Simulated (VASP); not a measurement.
WC, 12 atoms in the cell. The cell holds a slab with vacuum, 12 atoms: a = 2.922 Å, b = 4.080 Å, c = 24.772 Å, α = 90.00°, β = 90.00°, γ = 110.98°. 

| Quantity | Value |
| --- | --- |
| Program | VASP 6.6.1 |
| Task | single point |
| Functional | PBE |
| Potentials or basis | VASP PAW PBE potentials, release 64 (W_sv, C) |
| Cutoff | 520 eV |
| k mesh | 13 × 9 × 1 |
| Occupations | gaussian, width 0.1 eV |
| Spin | no spin polarisation |
| Dipole correction | yes |
| Further INCAR settings | ALGO = Normal; EDIFF = 1e-07; NBANDS = 66; ISYM = 0 |

Potentials or basis: VASP PAW PBE potentials, release 64 (W_sv, C).

The run is started by

```console
$ cat potpaw_PBE.64/W_sv/POTCAR potpaw_PBE.64/C/POTCAR > POTCAR
$ mpirun -np 1 vasp_std > vasp.out
```

Hardware: 1 thread of Intel(R) Xeon(R) Platinum 8488C (Sapphire Rapids) (shared host).

Problem. Estimate the wall time of this run.

Solution. It took 47 min on 1 thread of Intel(R) Xeon(R) Platinum 8488C (Sapphire Rapids) (shared host), peak memory 0.88 GiB. Counts: scf iterations 43, k points 59.
